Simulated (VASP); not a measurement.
Here is a VASP 6.6.1 calculation.

INCAR

```
PREC = Accurate
ENCUT = 520
EDIFF = 1E-7
ISMEAR = 0
SIGMA = 0.1
LREAL = False
LASPH = True
NELM = 100
ALGO = Normal
ISIF = 2
LWAVE = False
LCHARG = True
GGA = PS
LELF = True
LVHAR = True
NBANDS = 26
```

The input KPOINTS:

```
Automatic mesh
0
Gamma
  12 12 12
```

POSCAR

```
In2Au
1.0
    0.0000000000      3.2699911594      3.2699911594
    3.2699911594      0.0000000000      3.2699911594
    3.2699911594      3.2699911594      0.0000000000
In Au
2 1
Direct
    0.2500000000      0.2500000000      0.2500000000
    0.7500000000      0.7500000000      0.7500000000
    0.0000000000      0.0000000000      0.0000000000
```

Potentials or basis: VASP PAW PBE potentials, release 64 (In_d, Au).

Command:

```bash
$ cat potpaw_PBE.64/In_d/POTCAR potpaw_PBE.64/Au/POTCAR > POTCAR
$ mpirun -np 1 vasp_std > vasp.out
```

Q: Estimate the pressure.

A: -0.1 GPa.

Caveat: the PAW data sets were made with another functional, which shifts forces and pressure a little.
